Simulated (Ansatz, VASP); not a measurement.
**Cu3As2: VASP beside Ansatz**

```
Cu As
1.0
     4.12583    0.00000    0.00000
    -2.06291    3.57307    0.00000
     0.00000    0.00000    5.38638
Cu As
3 2
Direct
  0.00000 0.00000 0.00000
  0.33333 0.66667 0.80466
  0.66667 0.33333 0.19534
  0.33333 0.66667 0.29789
  0.66667 0.33333 0.70211
```

Alike in both runs: functional PBE; k mesh 12 × 12 × 8; occupations gaussian, width 0.1 eV; no spin polarisation.

Ansatz relaxed the structure, and its values are those at the end. VASP's run is a single point on that final structure, the one shown.

```csv
,VASP,Ansatz
version,VASP 6.6.1,Ansatz 0.2.0
potentials or method,"VASP PAW PBE potentials, release 64 (Cu, As), cutoff 520 eV","scalar-relativistic, plane waves, PAW"
valence electrons in the cell,43,87
```

Ansatz gave:

```
gap on the k mesh at the Fermi level (eV) : none
pressure (GPa)                            : 0.0
rms of the force components (eV/Å)        : 0.001
```

What did VASP give for the same quantities?

gap on the k mesh at the Fermi level (eV): none; pressure (GPa): 0.5; rms of the force components (eV/Å): 0.008.

A gap of «none» marks a metal or a gap that the smearing closes. VASP's potentials hold 43 valence electrons a cell and Ansatz's 87, so a difference there can come from the potentials and not from the codes.
